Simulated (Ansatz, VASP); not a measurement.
# TiNb3: VASP beside Ansatz

Contents of INCAR:

```
  PREC = Accurate
  ENCUT = 600
  EDIFF = 1E-7
  ISMEAR = 0
  SIGMA = 0.1
  LREAL = False
  LASPH = True
  NELM = 100
  ALGO = Normal
  ISIF = 3
  LWAVE = False
  LCHARG = False
  GGA = PE
  IBRION = 2
  NSW = 90
  EDIFFG = -0.04
```

KPOINTS

```
regular mesh
0
Gamma
  4 4 4
```

File POSCAR:

```
TiNb3
1.0
    3.9302728843      0.0000000000      0.0000000000
    0.0000000000      3.9302728843      0.0000000000
    0.0000000000      0.0000000000      3.9302728843
Ti Nb
1 3
Direct
    0.0000000000      0.0000000000      0.0000000000
    0.0000000000      0.5000000000      0.5000000000
    0.5000000000      0.0000000000      0.5000000000
    0.5000000000      0.5000000000      0.0000000000
```

Input for Ansatz:

```yaml
crystal:
  lattice:
    - [3.9302728843, 0.0, 0.0]
    - [0.0, 3.9302728843, 0.0]
    - [0.0, 0.0, 3.9302728843]
  atoms:
    - { symbol: Ti, position: [0.0, 0.0, 0.0] }
    - { symbol: Nb, position: [0.0, 0.5, 0.5] }
    - { symbol: Nb, position: [0.5, 0.0, 0.5] }
    - { symbol: Nb, position: [0.5, 0.5, 0.0] }
basis:
  ecutwfc: 420
kpoints:
  mp_grid: { grid: [4, 4, 4] }
hamiltonian:
  xc: pbe
scf:
  occupations: { method: gaussian, width: 0.1 }
  lower_state_search: "off"
output:
  forces: true
  stress: true
  eigenvalues: true
relax:
  adjacent_minimum: "off"
  f_tol: 0.04
  max_steps: 70
  cell: { stress_tol: 0.4 }
```

Alike in both runs: task relaxation of cell and atoms; functional PBE; k mesh 4 × 4 × 4; occupations gaussian, width 0.1 eV; no spin polarisation.

|  | VASP | Ansatz |
| --- | --- | --- |
| version | VASP 6.6.1 | Ansatz 0.2.0 |
| potentials or method | VASP PAW PBE potentials, release 64 (Ti_sv, Nb_sv), cutoff 600 eV | scalar-relativistic, plane waves, PAW |
| valence electrons in the cell | 51 | 51 |

VASP gave:

- gap on the k mesh at the Fermi level, each at its own relaxed structure (eV): none
- relaxed volume (Å³/atom): 18.26
- relaxed length of the cell vector where the two differ most in proportion (Å): 4.180

Question: What did Ansatz give for the same quantities?

Answer: gap on the k mesh at the Fermi level, each at its own relaxed structure (eV): none; relaxed volume (Å³/atom): 18.24; relaxed length of the cell vector where the two differ most in proportion (Å): 4.179.

A gap of «none» marks a metal or a gap that the smearing closes.

The k mesh is coarse, so the values compare programs but aren't converged. Noted on VASP's run: the volume moved by over 15 % at a fixed basis, so the end points are rough.
